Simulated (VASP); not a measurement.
# TiB2 (P6/mmm) in VASP: further runs

The runs below take TiB2 through electric field gradients, with PBEsol.

Everything below comes from runs of VASP 6.6.1. Logs are shortened: lines on timing, memory, paths and dates and some standing lists are left out, and cuts for length are marked.

## 1. The cell of the first run

It takes space group P6/mmm (No. 191, hexagonal). The conventional cell has a = 3.039 Å, b = 3.039 Å, c = 3.239 Å, α = 90.00°, β = 90.00°, γ = 120.00°. Within 3.2 Å of Ti (site symmetry 6/mmm) lie 12 B at 2.39 Å and 6 Ti at 3.04 Å. B (site symmetry -6m2) has 3 B at 1.75 Å within 2.3 Å.

## 2. Electric field gradients, PBEsol (volume scaled by 1.01)

INCAR reads:

```
SYSTEM = TiB2
  PREC = Accurate
  ENCUT = 520
  EDIFF = 1E-8
  ISMEAR = -1
  SIGMA = 0.03
  LREAL = .FALSE.
  LASPH = .TRUE.
  NELM = 60
  ALGO = Normal
  ISIF = 2
  LWAVE = .FALSE.
  LCHARG = .FALSE.
  GGA = PS
  LEFG = .TRUE.
  NBANDS = 16
```

KPOINTS reads:

```
regular mesh
0
G
  14 14 11
  0 0 0
```

POSCAR reads:

```
TiB2
1.0
    3.0392620569      0.0000000000      0.0000000000
   -1.5196310285      2.6320781501      0.0000000000
    0.0000000000      0.0000000000      3.2391256602
Ti B
1 2
Direct
    0.0000000000      0.0000000000      0.0000000000
    0.3333333333      0.6666666667      0.5000000000
    0.6666666667      0.3333333333      0.5000000000
```

Potentials or basis: VASP PAW PBE potentials, release 64 (Ti_sv, B).

Run with:

```bash
$ cat potpaw_PBE.64/Ti_sv/POTCAR potpaw_PBE.64/B/POTCAR > POTCAR
$ mpirun -np 1 vasp_std > vasp.out
```

OUTCAR:

```text
SYSTEM = TiB2
   PREC = Accurate
   ENCUT = 520
   EDIFF = 1E-8
   ISMEAR = -1
   LREAL = .FALSE.
   LASPH = .TRUE.
   NELM = 60
   ISIF = 2
   GGA = PS

 ion  position               nearest neighbor table
   1  0.000  0.000  0.000-   2 2.39   3 2.39   2 2.39   3 2.39   3 2.39   3 2.39   2 2.39   2 2.39
                             3 2.39   3 2.39   2 2.39   2 2.39
   2  0.333  0.667  0.500-   3 1.75   3 1.75   3 1.75   1 2.39   1 2.39   1 2.39   1 2.39   1 2.39
                             1 2.39
   3  0.667  0.333  0.500-   2 1.75   2 1.75   2 1.75   1 2.39   1 2.39   1 2.39   1 2.39   1 2.39
                             1 2.39

  LATTYP: Found a hexagonal cell.
 ALAT       =     3.0392620569
 C/A-ratio  =     1.0657605694

  Lattice vectors:

 A1 = (   3.0392620569,   0.0000000000,   0.0000000000)
 A2 = (  -1.5196310285,   2.6320781501,   0.0000000000)
 A3 = (   0.0000000000,   0.0000000000,   3.2391256602)

Analysis of symmetry for initial positions (statically):
=====================================================================
 Subroutine PRICEL returns:
 Original cell was already a primitive cell.

 Routine SETGRP: Setting up the symmetry group for a
 hexagonal supercell.

 Subroutine GETGRP returns: Found 24 space group operations
 (whereof 24 operations were pure point group operations)
 out of a pool of 24 trial point group operations.

The static configuration has the point symmetry D_6h.

Analysis of symmetry for dynamics (positions and initial velocities):
=====================================================================
 Subroutine PRICEL returns:
 Original cell was already a primitive cell.

 Routine SETGRP: Setting up the symmetry group for a
 hexagonal supercell.

 Subroutine GETGRP returns: Found 24 space group operations
 (whereof 24 operations were pure point group operations)
 out of a pool of 24 trial point group operations.

The dynamic configuration has the point symmetry D_6h.

 Subroutine INISYM returns: Found 24 space group operations
 (whereof 24 operations are pure point group operations),
 and found     1 'primitive' translations

----------------------------------------------------------------------------------------

                                     Primitive cell

  volume of cell :      25.9116

  direct lattice vectors                    reciprocal lattice vectors
     3.039262057  0.000000000  0.000000000     0.329027238  0.189963964  0.000000000
    -1.519631029  2.632078150  0.000000000     0.000000000  0.379927929  0.000000000
     0.000000000  0.000000000  3.239125660     0.000000000  0.000000000  0.308725287

  length of vectors
     3.039262057  3.039262057  3.239125660     0.379927929  0.379927929  0.308725287

  position of ions in fractional coordinates (direct lattice)
     0.000000000  0.000000000  0.000000000
     0.333333333  0.666666667  0.500000000
     0.666666667  0.333333333  0.500000000

  ion indices of the primitive-cell ions
   primitive index   ion index
                 1           1
                 2           2
                 3           3

----------------------------------------------------------------------------------------

 KPOINTS: regular mesh

Automatic generation of k-mesh.
 Grid dimensions read from file:
 generate k-points for:   14   14   11

 Generating k-lattice:

  Cartesian coordinates                     Fractional coordinates (reciprocal lattice)
     0.023501946  0.013568855  0.000000000     0.071428571  0.000000000  0.000000000
     0.000000000  0.027137709  0.000000000     0.000000000  0.071428571  0.000000000
     0.000000000  0.000000000  0.028065935     0.000000000  0.000000000  0.090909091

  Length of vectors
     0.027137709  0.027137709  0.028065935

  Shift w.r.t. Gamma in fractional coordinates (k-lattice)
     0.000000000  0.000000000  0.000000000

 Subroutine IBZKPT returns following result:
 ===========================================

 Found    144 irreducible k-points:

 Following reciprocal coordinates:
            Coordinates               Weight
  0.000000  0.000000  0.000000      1.000000
  0.071429 -0.000000  0.000000      6.000000
  0.142857 -0.000000  0.000000      6.000000
  0.214286  0.000000  0.000000      6.000000
  0.285714 -0.000000  0.000000      6.000000
  0.357143  0.000000  0.000000      6.000000
[... 16 lines left out ...]
  0.285714  0.285714  0.000000      6.000000
  0.357143  0.285714  0.000000      6.000000
 [... further k-points ...]
   k-points           NKPTS =    144   k-points in BZ     NKDIM =    144   number of bands    NBANDS=     16
   number of dos      NEDOS =    301   number of ions     NIONS =      3
   total plane-waves  NPLWV =  13824
   dimension x,y,z NGX =    24 NGY =   24 NGZ =   24
   dimension x,y,z NGXF=    48 NGYF=   48 NGZF=   48
   ions per type =               1   2
   NGX,Y,Z   is equivalent  to a cutoff of  13.13, 13.13, 12.32 a.u.
   NGXF,Y,Z  is equivalent  to a cutoff of  26.26, 26.26, 24.64 a.u.
 SYSTEM =  TiB2
   PREC   = accura    normal or accurate (medium, high low for compatibility)
   ISTART =      0    job   : 0-new  1-cont  2-samecut
   ICHARG =      2    charge: 1-file 2-atom 10-const
   ISPIN  =      1    spin polarized calculation?
   LNONCOLLINEAR =      F non collinear calculations
   LSORBIT =      F    spin-orbit coupling
   LASPH  =      T    aspherical Exc in radial PAW
   ENCUT  =  520.0 eV  38.22 Ry    6.18 a.u.   5.65  5.65  6.02*2*pi/ulx,y,z
   NELM   =     60;   NELMIN=  2; NELMDL= -5     # of ELM steps
   EDIFF  = 0.1E-07   stopping-criterion for ELM
   LREAL  =      F    real-space projection
   EDIFFG = 0.1E-06   stopping-criterion for IOM
   NSW    =      0    number of steps for IOM
   IBRION =     -1    ionic relax: 0-MD 1-quasi-New 2-CG
   NFREE  =      0    steps in history (QN), initial steepest desc. (CG)
   ISIF   =      2    stress and relaxation
   ISYM   =      2    0-nonsym 1-usesym 2-fastsym
   POTIM  = 0.5000    time-step for ionic-motion
   TEBEG  =    0.0;   TEEND  =   0.0 temperature during run
   PSTRESS=    0.0 pullay stress
   NELECT =      18.0000    total number of electrons
   NUPDOWN=      -1.0000    fix difference up-down
   EMIN   =  10.00;   EMAX   =-10.00  energy-range for DOS
   EFERMI =   0.00;   METHOD = LEGACY
   ISMEAR =    -1;   SIGMA  =   0.03  broadening in eV -4-tet -1-fermi 0-gaus
   EFERMI_NEDOS =   21; number of points for ismear=-14 and -15
   IALGO  =     38    algorithm
   IMIX   =      4    mixing-type and parameters
     AMIX     =   0.40;   BMIX     =  1.00
     AMIX_MAG =   1.60;   BMIX_MAG =  1.00
  volume/ion in A,a.u.               =       8.64        58.29
  Fermi-wavevector in a.u.,A,eV,Ry     =   1.449887  2.739889 28.601782  2.102172
  Thomas-Fermi vector in A             =   2.567562
   LORBIT       =      0    0 simple, 1 ext, 2 COOP (PROOUT), +10 PAW based schemes
   GGA     = PS    functional components
   LHFCALC =     F    Hartree Fock is set to
   AEXX    =    0.0000 exact exchange contribution
   IVDW    =     0    specifies the selected vdW correction
   LEPSILON=     F    determine dielectric tensor
   LRPA    =     F    only Hartree local field effects (RPA)
 non-spin polarized calculation
  energy-cutoff  :      520.00
  volume of cell :       25.91
 maximum number of plane-waves:       721
 NGX is ok and might be reduce to    24
   NGX = 11   NGY = 11   NGZ = 13

 number of electron      18.0000002 magnetization

 Free energy of the ion-electron system (eV)
  ---------------------------------------------------
  ext. energy  EPLUGINS =         0.00000000
  ---------------------------------------------------
  free energy    TOTEN  =       -25.77449431 eV

  energy without entropy =      -25.77338738  energy(sigma->0) =      -25.77394084

 E-fermi :   9.8281     XC(G=0): -12.8241

 val. band max:        9.7622214709   @ k =   0.0714   0.0714   0.2727
 cond. band min:       9.8362637652   @ k =   0.0714  -0.0000   0.2727
 fundamental gap:      0.0740422943
 Fermi energy:         9.8280918531

 k-point     1 :       0.0000    0.0000    0.0000
  band No.  band energies     occupation
      1     -46.9260      2.00000
      2     -23.3840      2.00000
      3     -23.0683      2.00000
      4     -23.0683      2.00000
      5      -3.6168      2.00000
      6       7.2264      2.00000
[... 8 lines left out ...]
     15      15.5200      0.00000
     16      16.6893      0.00000

 k-point     2 :       0.0714   -0.0000    0.0000
  band No.  band energies     occupation
      1     -46.9234      2.00000
      2     -23.3807      2.00000
      3     -23.0886      2.00000
      4     -23.0729      2.00000
      5      -3.5191      2.00000
      6       6.9426      2.00000
[... 8 lines left out ...]
     15      16.1317      0.00000
     16      16.9970      0.00000

 k-point     3 :       0.1429   -0.0000    0.0000
  band No.  band energies     occupation
      1     -46.9160      2.00000
      2     -23.3712      2.00000
      3     -23.1450      2.00000
      4     -23.0857      2.00000
      5      -3.2301      2.00000
      6       6.1855      2.00000
[... 8 lines left out ...]
     15      17.4305      0.00000
     16      17.9142      0.00000

 k-point     4 :       0.2143    0.0000    0.0000
  band No.  band energies     occupation
      1     -46.9053      2.00000
      2     -23.3576      2.00000
      3     -23.2258      2.00000
      4     -23.1042      2.00000
      5      -2.7613      2.00000
      6       5.1527      2.00000
[... 8 lines left out ...]
     15      17.4588      0.00000
     16      18.9049      0.00000
[... 324 lines left out ...]
 k-point    22 :       0.3571    0.2143    0.0000
  band No.  band energies     occupation
      1     -46.8684      2.00000
      2     -23.4100      2.00000
      3     -23.3109      2.00000
      4     -23.2554      2.00000
      5       0.5742      2.00000
      6       1.5825      2.00000
[... 8 lines left out ...]
     15      18.6200      0.00000
     16      19.8335      0.00000

 k-point    23 :       0.2857    0.2857    0.0000
  band No.  band energies     occupation
      1     -46.8678      2.00000
      2     -23.3873      2.00000
      3     -23.3102      2.00000
      4     -23.2839      2.00000
      5       0.5003      2.00000
      6       2.1614      2.00000
[... 8 lines left out ...]
     15      19.0410      0.00000
     16      20.3070      0.00000

 k-point    24 :       0.3571    0.2857    0.0000
  band No.  band energies     occupation
      1     -46.8662      2.00000
      2     -23.3737      2.00000
      3     -23.3127      2.00000
      4     -23.3081      2.00000
      5       1.3033      2.00000
      6       1.5342      2.00000
[... 8 lines left out ...]
     15      19.4260      0.00000
     16      20.1942      0.00000

 [... further k-points ...]

------------------------ aborting loop because EDIFF is reached ----------------------------------------

  FORCE on cell =-STRESS in cart. coord.  units (eV):
  Direction    XX          YY          ZZ          XY          YZ          ZX
  --------------------------------------------------------------------------------------
  -------------------------------------------------------------------------------------
  Total       -1.0402370     -1.0402370     -1.4252597      0.0000000      0.0000000     -0.0000000
  in kB      -64.3203149    -64.3203149    -88.1271762      0.0000000      0.0000000     -0.0000000
  external PRESSURE =     -72.2559353 kB  Pullay stress =       0.0000000 kB

 VOLUME and BASIS-vectors are now :
 -----------------------------------------------------------------------------
  energy-cutoff  :      520.00
  volume of cell :       25.91
      direct lattice vectors                 reciprocal lattice vectors
     3.039262057  0.000000000  0.000000000     0.329027238  0.189963964  0.000000000
    -1.519631029  2.632078150  0.000000000     0.000000000  0.379927929  0.000000000
     0.000000000  0.000000000  3.239125660     0.000000000  0.000000000  0.308725287

 POSITION                                       TOTAL-FORCE (eV/Angst)
 -----------------------------------------------------------------------------------
      0.00000      0.00000      0.00000        -0.000000      0.000000      0.000000
     -0.00000      1.75472      1.61956         0.000000     -0.000000      0.000000
      1.51963      0.87736      1.61956         0.000000      0.000000     -0.000000
 -----------------------------------------------------------------------------------
    total drift:                               -0.000000      0.000000      0.000000

  FREE ENERGIE OF THE ION-ELECTRON SYSTEM (eV)
  ---------------------------------------------------
  free  energy   TOTEN  =       -25.7744943059 eV

  energy  without entropy=      -25.7733873774  energy(sigma->0) =      -25.77394084

 Electric field gradients (V/A^2)
---------------------------------------------------------------------
 ion       V_xx      V_yy      V_zz      V_xy      V_xz      V_yz
---------------------------------------------------------------------
   1      -9.240    -9.242    18.482    -0.001     0.000     0.000
   2      -2.311    -2.311     4.623     0.000     0.000    -0.000
   3      -2.311    -2.311     4.623     0.000     0.000     0.000
---------------------------------------------------------------------

 Electric field gradients after diagonalization (V/A^2)
 (convention: |V_zz| > |V_xx| > |V_yy|)
----------------------------------------------------------------------
 ion       V_xx      V_yy      V_zz     asymmetry (V_yy - V_xx)/ V_zz
----------------------------------------------------------------------
   1      -9.243    -9.240    18.482       0.000
   2      -2.311    -2.311     4.623       0.000
   3      -2.311    -2.311     4.623       0.000
----------------------------------------------------------------------

           NMR quadrupolar parameters

 Cq : quadrupolar parameter    Cq=e*Q*V_zz/h
 eta: asymmetry parameters     (V_yy - V_xx)/ V_zz
 Q  : nuclear electric quadrupole moment in mb (millibarn)
----------------------------------------------------------------------
 ion       Cq(MHz)       eta       Q (mb)
----------------------------------------------------------------------
   1       0.045       0.000       1.000
   2       0.011       0.000       1.000
   3       0.011       0.000       1.000
----------------------------------------------------------------------
```

Run time: 46 s. Hardware: 1 thread of Intel Xeon Platinum 8259CL at 2.50GHz (Skylake/Cascade Lake), shared host; peak memory 0.18 GiB.

Results:

```yaml
Free_energy: -25.7745 eV
Pressure: -7.2 GPa
Band_gap_on_the_k_mesh: zero (band 9 reaches 10.27 eV, above the bottom of band 10 at 9.64 eV)
```

Electric field gradients, principal values (V/Å²):
```tsv
atom	least	middle	greatest (by size)
1 Ti	-9.240	-9.243	18.482
2 B	-2.311	-2.311	4.623
3 B	-2.311	-2.311	4.623
```

Caveat: without QUAD_EFG the Cq values of the log hold for a quadrupole moment of 1 mb, not for the nuclei; the PAW data sets were made with another functional, which shifts forces and pressure a little.

(Part 1 of 2 ends here.)
